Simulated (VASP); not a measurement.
Write the native input for VASP 6.6.1 that does the following.

```
Task                   : single point
Functional             : r2SCAN
Potentials or basis    : VASP PAW PBE potentials, release 64 (Te, Mo_sv)
Cutoff                 : 520 eV
k mesh                 : 9 × 9 × 2
Occupations            : fermi-dirac, width 0.05 eV
Spin                   : no spin polarisation
Dipole correction      : no
Further INCAR settings : ALGO = Normal; EDIFF = 1e-06; NBANDS = 35
```

The system is Te2Mo.

```
Te Mo
1.0
     3.48779    0.00000    0.00000
    -1.74390    3.02052    0.00000
     0.00000    0.00000   13.57544
Te Mo
4 2
Direct
  0.66667 0.33333 0.38252
  0.33333 0.66667 0.88252
  0.66667 0.33333 0.11748
  0.33333 0.66667 0.61748
  0.66667 0.33333 0.75000
  0.33333 0.66667 0.25000
```

The input as run:

POSCAR

```
Te2Mo
1.0
    3.4877902976      0.0000000000      0.0000000000
   -1.7438951488      3.0205150008      0.0000000000
    0.0000000000      0.0000000000     13.5754381503
Te Mo
4 2
Direct
    0.6666666667      0.3333333333      0.3825224688
    0.3333333333      0.6666666667      0.8825224688
    0.6666666667      0.3333333333      0.1174775312
    0.3333333333      0.6666666667      0.6174775312
    0.6666666667      0.3333333333      0.7500000000
    0.3333333333      0.6666666667      0.2500000000
```

INCAR.step1

```
ALGO = Normal ; EDIFF = 1E-4
ENCUT = 520 ; GGA = PE
ISMEAR = -1 ; LASPH = T
LCHARG = F ; LREAL = F
LWAVE = T ; NBANDS = 35
NELM = 100 ; PREC = Accurate
SIGMA = 0.05
```

INCAR.step2

```
ALGO = Normal ; EDIFF = 1E-6
ENCUT = 520 ; ISIF = 2
ISMEAR = -1 ; ISTART = 1
LASPH = T ; LCHARG = T
LELF = T ; LMIXTAU = T
LREAL = F ; LVHAR = T
LWAVE = F ; METAGGA = R2SCAN
NBANDS = 35 ; NELM = 100
PREC = Accurate ; SIGMA = 0.05
```

KPOINTS

```
k-points
0
Gamma
  9 9 2
```

Potentials or basis: VASP PAW PBE potentials, release 64 (Te, Mo_sv).

Command:

```sh
$ cat potpaw_PBE.64/Te/POTCAR potpaw_PBE.64/Mo_sv/POTCAR > POTCAR
$ cp INCAR.step1 INCAR
$ mpirun -np 1 vasp_std > vasp.out
$ cp INCAR.step2 INCAR
$ mpirun -np 1 vasp_std > vasp.out
```

It gave:

- Pressure: 5.1 GPa
- Largest force: 0.029 eV/Å
- Band gap on the k mesh: 0.73 eV (least direct gap 1.16 eV)

Caveat: the cell stands under pressure; semilocal functionals underestimate gaps, and a narrow one can read as zero; the PAW data sets were made with another functional, which shifts forces and pressure a little; spin-orbit coupling is left out, which moves the levels of the heavy elements.

Run time: 5 min on 1 thread of AMD EPYC 9R45 96-Core Processor (Zen 5), with other jobs on the host, peak memory 0.33 GiB.
